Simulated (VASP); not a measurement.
Se:

```xyz
6
Lattice="-0.0149 -0.0547 -2.7167 -0.0043 -5.3772 -0.1118 -10.8505 -0.0086 -0.0609" Properties=species:S:1:pos:R:3 pbc="T T T"
Se   -5.4863   -5.4719   -0.1703
Se    0.0587    0.0268    0.0737
Se  -10.8979   -2.7128   -0.0689
Se   -5.3237   -2.6638   -2.8030
Se   -8.2638   -5.5247   -2.8971
Se   -2.7002   -5.3522   -2.9145
```

| Property | Result |
| --- | --- |
| Program | VASP 6.6.1 |
| Task | relaxation of cell and atoms |
| Functional | PBE |
| Potentials or basis | VASP PAW PBE potentials, release 64 (Se) |
| Cutoff | 600 eV |
| k mesh | 8 × 4 × 2 |
| Occupations | gaussian, width 0.2 eV |
| Spin | no spin polarisation |

At the start: pressure 1.6 GPa; volume 26.41 Å³/atom.

Q: Where does the relaxation end?

A: Over 31 steps the energy falls by 25.7 meV/atom and the volume is 27.00 Å³/atom (+2.3 %); space group Pm (No. 6, to 0.05 Å).

The path:
```tsv
step	energy change (eV)	largest force (eV/Å)	pressure (GPa)	volume (Å³)
1	0.0000	0.6482	1.58	158.43
2	-0.0869	0.3374	-0.46	164.47
3	-0.0870	0.3287	-0.52	164.69
4	-0.1155	0.2094	-0.42	163.77
5	-0.1371	0.1385	-0.09	162.04
6	-0.1390	0.1244	0.56	160.82
7	-0.1427	0.1098	0.25	161.36
8	-0.1455	0.0792	-0.09	162.37
9	-0.1456	0.0708	-0.18	162.67
10	-0.1477	0.0496	-0.09	162.29
11	-0.1483	0.0483	0.00	161.98
12	-0.1490	0.0428	0.06	161.90
13	-0.1492	0.0406	0.10	161.84
14	-0.1495	0.0395	0.08	161.89
15	-0.1502	0.0363	0.01	162.04
16	-0.1504	0.0481	-0.12	162.33
17	-0.1505	0.0411	-0.07	162.23
18	-0.1508	0.0397	-0.05	162.15
19	-0.1512	0.0387	0.03	161.90
20	-0.1515	0.0342	0.03	161.91
21	-0.1522	0.0369	0.03	161.94
22	-0.1516	0.0560	0.03	162.00
23	-0.1523	0.0389	0.03	161.96
24	-0.1525	0.0355	-0.05	162.11
25	-0.1525	0.0352	-0.05	162.11
26	-0.1529	0.0292	-0.02	162.02
27	-0.1532	0.0306	0.02	161.88
28	-0.1532	0.0312	0.05	161.81
29	-0.1536	0.0277	0.03	161.88
30	-0.1537	0.0274	0.01	161.96
31	-0.1540	0.0250	-0.03	162.03
```

Final structure:
```cif
data_structure
_symmetry_space_group_name_H-M 'P 1'
_symmetry_Int_Tables_number 1
_cell_length_a 2.7184
_cell_length_b 5.4628
_cell_length_c 10.9113
_cell_angle_alpha 90.283
_cell_angle_beta 90.035
_cell_angle_gamma 90.057
_cell_volume 162.03
loop_
_atom_site_label
_atom_site_type_symbol
_atom_site_fract_x
_atom_site_fract_y
_atom_site_fract_z
_atom_site_occupancy
Se1 Se 0.00068 0.00523 0.50230 1
Se2 Se 0.99904 0.99812 0.00240 1
Se3 Se 0.00415 0.49778 0.99544 1
Se4 Se 0.00070 0.50547 0.49555 1
Se5 Se 0.00020 0.02538 0.75206 1
Se6 Se 0.99523 0.96802 0.25225 1
```
